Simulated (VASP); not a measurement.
Ca3As:

```
CELL_PARAMETERS angstrom
5.15252 0.00000 0.00000
-2.57626 4.46221 0.00000
0.00000 0.00000 4.05176
ATOMIC_POSITIONS crystal
Ca 0.50000 0.00000 0.00000
Ca 0.00000 0.50000 0.00000
Ca 0.50000 0.50000 0.00000
As 0.00000 0.00000 0.50000
```

The cell was generated, and may not be a known phase.

| Item | Value |
| --- | --- |
| Program | VASP 6.6.1 |
| Task | relaxation of cell and atoms |
| Functional | PBE |
| Potentials or basis | VASP PAW PBE potentials, release 64 (Ca_sv, As) |
| Cutoff | 600 eV |
| k mesh | 6 × 6 × 4 |
| Occupations | gaussian, width 0.1 eV |
| Spin | no spin polarisation |

At the start: pressure 9.4 GPa; volume 23.29 Å³/atom.

Q: Where does the relaxation end?

A: Over 8 steps the energy falls by 933.6 meV/atom and the volume is 29.51 Å³/atom (+26.7 %); space group P6/mmm (No. 191, to 0.1 Å) before and after.

Step by step:
| step | energy change (eV) | largest force (eV/Å) | pressure (GPa) | volume (Å³) |
| --- | --- | --- | --- | --- |
| 1 | 0.0000 | 0.0000 | 9.44 | 93.16 |
| 2 | -2.7632 | 0.0000 | 2.93 | 111.09 |
| 3 | -3.1711 | 0.0000 | -2.14 | 134.31 |
| 4 | -3.7039 | 0.0000 | -1.25 | 125.05 |
| 5 | -3.7035 | 0.0000 | -1.12 | 124.43 |
| 6 | -3.7317 | 0.0000 | -0.42 | 120.14 |
| 7 | -3.7331 | 0.0000 | -0.23 | 119.09 |
| 8 | -3.7346 | 0.0000 | 0.00 | 118.03 |

Final structure:
```cif
data_structure
_symmetry_space_group_name_H-M 'P 1'
_symmetry_Int_Tables_number 1
_cell_length_a 6.4085
_cell_length_b 6.4085
_cell_length_c 3.3187
_cell_angle_alpha 90.000
_cell_angle_beta 90.000
_cell_angle_gamma 120.000
_cell_volume 118.03
loop_
_atom_site_label
_atom_site_type_symbol
_atom_site_fract_x
_atom_site_fract_y
_atom_site_fract_z
_atom_site_occupancy
Ca1 Ca 0.50000 0.00000 0.00000 1
Ca2 Ca 0.00000 0.50000 0.00000 1
Ca3 Ca 0.50000 0.50000 0.00000 1
As1 As 0.00000 0.00000 0.50000 1
```

Caveat: the k points lie up to 0.47 Å⁻¹ apart in the final cell, too coarse for converged energies and pressures of a metal; the volume moved by over 15 % at a fixed basis, so the end points are rough.
